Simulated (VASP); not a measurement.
# CdSe (Cadmoselite) (P6_3mc) in VASP: further runs, part 2 of 2

VASP 6.6.1. Earlier steps stand in the parts before.

## 3. Single point, PBEsol (volume scaled by 0.96)

The input, INCAR:

```
PREC     = Accurate       # precision mode
ENCUT    = 520            # plane-wave cutoff, eV
EDIFF    = 1E-7           # SCF threshold, eV
ISMEAR   = -1             # smearing method
SIGMA    = 0.05           # smearing width, eV
LREAL    = F              # projectors in reciprocal space
LASPH    = T              # aspherical terms in the spheres
NELM     = 100            # most SCF steps
ALGO     = Normal         # electronic algorithm
ISIF     = 2              # what is computed and relaxed
LWAVE    = F              # write WAVECAR
LCHARG   = F              # write CHGCAR
GGA      = PS             # functional
NBANDS   = 26             # bands
```

The input, KPOINTS:

```
regular mesh
0
Gamma
  7 7 4
```

The input, POSCAR:

```
CdSe
1.0
    4.2418847678      0.0000000000      0.0000000000
   -2.1209423839      3.6735799689      0.0000000000
    0.0000000000      0.0000000000      6.9251235047
Cd Se
2 2
Direct
    0.6666666667      0.3333333333      0.5000000000
    0.3333333333      0.6666666667      0.0000000000
    0.6666666667      0.3333333333      0.8850000000
    0.3333333333      0.6666666667      0.3850000000
```

Potentials or basis: VASP PAW PBE potentials, release 64 (Cd, Se).

Launch:

```
cat potpaw_PBE.64/Cd/POTCAR potpaw_PBE.64/Se/POTCAR > POTCAR
mpirun -np 1 vasp_std > vasp.out
```

OUTCAR:

```text
PREC = Accurate
   ENCUT = 520
   EDIFF = 1E-7
   ISMEAR = -1
   LREAL = F
   LASPH = T
   NELM = 100
   ISIF = 2
   GGA = PS

 ion  position               nearest neighbor table
   1  0.667  0.333  0.500-   4 2.58   4 2.58   4 2.58   3 2.67
   2  0.333  0.667  0.000-   3 2.58   3 2.58   3 2.58   4 2.67
   3  0.667  0.333  0.885-   2 2.58   2 2.58   2 2.58   1 2.67
   4  0.333  0.667  0.385-   1 2.58   1 2.58   1 2.58   2 2.67

  LATTYP: Found a hexagonal cell.
 ALAT       =     4.2418847678
[... 891 lines left out ...]

  FORCE on cell =-STRESS in cart. coord.  units (eV):
  Direction    XX          YY          ZZ          XY          YZ          ZX
  --------------------------------------------------------------------------------------
  -------------------------------------------------------------------------------------
  Total        2.5160102      2.5160102      0.8647832      0.0000000      0.0000000      0.0000000
  in kB       37.3548579     37.3548579     12.8393170      0.0000000      0.0000000      0.0000000
  external PRESSURE =      29.1830109 kB  Pullay stress =       0.0000000 kB

 VOLUME and BASIS-vectors are now :
 -----------------------------------------------------------------------------
  energy-cutoff  :      520.00
  volume of cell :      107.91
      direct lattice vectors                 reciprocal lattice vectors
     4.241884768  0.000000000  0.000000000     0.235744263  0.136107014  0.000000000
    -2.120942384  3.673579969  0.000000000     0.000000000  0.272214028  0.000000000
     0.000000000  0.000000000  6.925123505     0.000000000  0.000000000  0.144401757

 POSITION                                       TOTAL-FORCE (eV/Angst)
 -----------------------------------------------------------------------------------
      2.12094      1.22453      3.46256        -0.000000      0.000000      0.319246
     -0.00000      2.44905      0.00000         0.000000     -0.000000      0.319246
      2.12094      1.22453      6.12873         0.000000     -0.000000     -0.319246
     -0.00000      2.44905      2.66617        -0.000000      0.000000     -0.319246
 -----------------------------------------------------------------------------------
    total drift:                               -0.000000      0.000000      0.000048

  FREE ENERGIE OF THE ION-ELECTRON SYSTEM (eV)
  ---------------------------------------------------
  free  energy   TOTEN  =       -12.2836568043 eV

  energy  without entropy=      -12.2836370627  energy(sigma->0) =      -12.28364693
```

stdout:

```text
POSCAR found type information on POSCAR CdSe
 POSCAR found :  2 types and       4 ions
 scaLAPACK will be used
 -----------------------------------------------------------------------------
|                                                                             |
|                                                                             |
|     You enforced a specific xc type in the INCAR file but a different       |
|     I HOPE YOU KNOW WHAT YOU ARE DOING!                                     |
|                                                                             |
 -----------------------------------------------------------------------------

 LDA part: xc-table for (Slater+PW92), standard interpolation
 POSCAR, INCAR and KPOINTS ok, starting setup
 FFT: planning ... GRIDC
 FFT: planning ... GRID_SOFT
 FFT: planning ... GRID
 WAVECAR not read
 entering main loop
```

It took 50 s on 1 thread of Intel Xeon Platinum 8259CL at 2.50GHz (Skylake/Cascade Lake), shared host; peak memory 0.25 GiB.

Results:

```yaml
Free_energy: -12.2837 eV
Pressure: 2.9 GPa
Largest_force: 0.319 eV/Å
Band_gap_on_the_k_mesh: 0.66 eV, direct
```

Forces in eV/Å, atoms in the order of the input:
```
Cd   0.000  0.000  0.319
Cd   0.000  0.000  0.319
Se   0.000  0.000 -0.319
Se   0.000  0.000 -0.319
```

Caveat: the PAW data sets were made with another functional, which shifts forces and pressure a little.

## 4. Single point, LDA (volume scaled by 0.98)

The input, INCAR:

```
SYSTEM = CdSe
PREC = Accurate ; ENCUT = 520
EDIFF = 1E-7 ; ISMEAR = -1
SIGMA = 0.05 ; LREAL = .FALSE.
LASPH = .TRUE. ; NELM = 80
ALGO = Normal ; ISIF = 2
LWAVE = .FALSE. ; LCHARG = .TRUE.
LELF = .TRUE. ; LVHAR = .TRUE.
NBANDS = 26
```

The input, KPOINTS:

```
Automatic mesh
0
G
  7 7 4
  0 0 0
```

The input, POSCAR:

```
CdSe
1.0
    4.2711400700      0.0000000000      0.0000000000
   -2.1355700350      3.6989158038      0.0000000000
    0.0000000000      0.0000000000      6.9728844864
Cd Se
2 2
Direct
    0.6666666667      0.3333333333      0.5000000000
    0.3333333333      0.6666666667      0.0000000000
    0.6666666667      0.3333333333      0.8850000000
    0.3333333333      0.6666666667      0.3850000000
```

Potentials or basis: VASP PAW LDA potentials, release 64 (Cd, Se).

Launch:

```
cat potpaw_LDA.64/Cd/POTCAR potpaw_LDA.64/Se/POTCAR > POTCAR
mpirun -np 1 vasp_std > vasp.out
```

Wall time 46 s (1 thread of Intel Xeon Platinum 8259CL at 2.50GHz (Skylake/Cascade Lake), shared host); peak memory 0.22 GiB.

It converged, with:

```
Free energy            : -13.4970 eV
Pressure               : -0.3 GPa
Largest force          : 0.287 eV/Å
Band gap on the k mesh : 0.50 eV, direct
```

Forces on the atoms (eV/Å):
```
Cd   0.000  0.000  0.287
Cd   0.000  0.000  0.287
Se   0.000  0.000 -0.287
Se   0.000  0.000 -0.287
```

Stress tensor (GPa, compression positive):
```
 0.35  0.00  0.00
 0.00  0.35  0.00
 0.00  0.00 -1.60
```

Levels at points of the mesh, in eV from the valence-band top:
```tsv
k point	band 15	band 16	band 17	band 18	band 19	band 20	band 21	band 22
(0.00, 0.00, 0.00)	-0.76	-0.02	0.00	0.00	0.50	1.94	5.73	5.73
(0.00, 0.00, 0.50)	-0.40	-0.40	-0.40	-0.40	2.18	2.18	5.68	5.68
```

## 5. Overview

| level | potentials or basis | cell | gap on the mesh (eV) | pressure (GPa) | largest force (eV/Å) |
| --- | --- | --- | --- | --- | --- |
| LDA | VASP PAW LDA potentials, release 64 (Cd, Se) | a = 4.242, b = 4.242, c = 6.925 Å, angles 90.0, 90.0, 120.0°, 4 atoms | 0.55 | 0.9 | 0.31 |
| PBEsol | VASP PAW PBE potentials, release 64 (Cd, Se) | a = 4.242, b = 4.242, c = 6.925 Å, angles 90.0, 90.0, 120.0°, 4 atoms | 0.66 | 2.9 | 0.32 |
| LDA | VASP PAW LDA potentials, release 64 (Cd, Se) | a = 4.271, b = 4.271, c = 6.973 Å, angles 90.0, 90.0, 120.0°, 4 atoms | 0.50 | -0.3 | 0.29 |

Alike in all rows: task single point; no spin polarisation; k mesh 7 × 7 × 4; cutoff (eV) 520; smearing fermi-dirac 0.05 eV.

Caveats: the PAW data sets were made with another functional, which shifts forces and pressure a little (some runs).

Absolute energies hang on the potentials; compare differences alone.
